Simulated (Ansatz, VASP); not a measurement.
# Two plane-wave programs on AlP

```
CELL_PARAMETERS angstrom
3.86824 0.00000 0.00000
0.00000 5.47052 0.00000
0.00000 0.00000 3.86824
ATOMIC_POSITIONS crystal
Al 0.00000 0.00000 0.00000
Al 0.50000 0.50000 0.50000
P 0.00000 0.25000 0.50000
P 0.50000 0.75000 0.00000
```

Alike in both runs: functional PBEsol; k mesh 8 × 6 × 8; occupations gaussian, width 0.02 eV; no spin polarisation.

Ansatz relaxed the structure, and its values are those at the end. VASP's run is a single point on that final structure, the one shown.

|  | VASP | Ansatz |
| --- | --- | --- |
| version | VASP 6.6.1 | Ansatz 0.2.0 |
| potentials or method | VASP PAW PBE potentials, release 64 (Al, P), cutoff 500 eV | scalar-relativistic, plane waves, PAW |
| valence electrons in the cell | 16 | 16 |

|  | VASP | Ansatz | Ansatz less VASP |
| --- | --- | --- | --- |
| gap on the k mesh at the Fermi level (eV) | 1.45 | 1.45 | +0.002 |
| least direct gap on the mesh (eV) | 1.45 | 1.45 | +0.002 |
| pressure (GPa) | 0.0 | 0.0 | -0.05 |

VASP's potentials were made for PBE, not for PBEsol. Ansatz's warnings: stress scf threshold loose.
